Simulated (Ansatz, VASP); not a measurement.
## Mg2Zn3O: VASP beside Ansatz

```
Mg Zn O
1.0
     2.14467   -2.12116   -0.01578
     2.14467    2.12116   -0.01578
    -0.97652    0.00000   19.20162
Mg Zn O
4 6 2
Direct
  0.29245 0.29245 0.67840
  0.23566 0.23566 0.44434
  0.70755 0.70755 0.32160
  0.76434 0.76434 0.55566
  0.81020 0.81020 0.77546
  0.18980 0.18980 0.22454
  0.68702 0.68702 0.14012
  0.31298 0.31298 0.85988
  0.76991 0.76991 0.95398
  0.23009 0.23009 0.04602
  0.26470 0.26470 0.55620
  0.73530 0.73530 0.44380
```

Change from the starting cell: the structure that the rattled cell fell into.

Alike in both runs: functional PBE; k mesh 10 × 10 × 2; occupations gaussian, width 0.1 eV; no spin polarisation.

Ansatz relaxed the structure, and its values are those at the end. VASP's run is a single point on that final structure, the one shown.

```csv
,VASP,Ansatz
version,VASP 6.6.1,Ansatz 0.2.0
potentials or method,"VASP PAW PBE potentials, release 64 (Mg, Zn, O), cutoff 520 eV","scalar-relativistic, plane waves, PAW"
valence electrons in the cell,92,124
```

```csv
,VASP,Ansatz,Ansatz less VASP
gap on the k mesh at the Fermi level (eV),none,none,-
pressure (GPa),-0.1,0.0,+0.05
rms of the force components (eV/Å),0.007,0.002,-0.0049
```

A gap of «none» marks a metal or a gap that the smearing closes. VASP's potentials hold 92 valence electrons a cell and Ansatz's 124, so a difference there can come from the potentials and not from the codes.
